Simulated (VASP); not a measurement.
## Sb: single point with LDA

Sb:

```
Sb
1.0
     3.18093    0.00000    0.00000
     0.00000    3.18093    0.00000
     0.00000    0.00000    3.18093
Sb
1
Direct
  0.00000 0.00000 0.00000
```

```yaml
Program: VASP 6.6.1
Task: single point
Functional: LDA
Potentials_or_basis: VASP PAW LDA potentials, release 64 (Sb)
Cutoff: 520 eV
k_mesh: 8 × 8 × 8
Occupations: fermi-dirac, width 0.05 eV
Spin: no spin polarisation
```

```yaml
Pressure: -6.4 GPa
```

Levels at points of the mesh, in eV from the Fermi level:
| k point | band 1 | band 2 | band 3 | band 4 | band 5 | band 6 | band 7 | band 8 |
| --- | --- | --- | --- | --- | --- | --- | --- | --- |
| (0.00, 0.00, 0.00) | -11.79 | 3.09 | 3.09 | 3.09 | 6.89 | 6.89 | 7.79 | 16.22 |
| (0.50, 0.00, 0.00) | -9.66 | -5.00 | 4.83 | 4.83 | 8.74 | 10.41 | 10.89 | 11.05 |
| (0.50, 0.50, 0.00) | -7.43 | -3.13 | -3.13 | 2.52 | 6.56 | 11.98 | 12.67 | 12.67 |
| (0.50, 0.50, 0.50) | -5.00 | -1.41 | -1.41 | -1.41 | 5.01 | 5.01 | 5.01 | 7.14 |

Run time: 2.9 s on 1 thread of AMD EPYC 9R45 96-Core Processor (Zen 5), on a shared host, peak memory 0.1 GiB.

Caveat: spin-orbit coupling is left out, which moves the levels of the heavy elements.
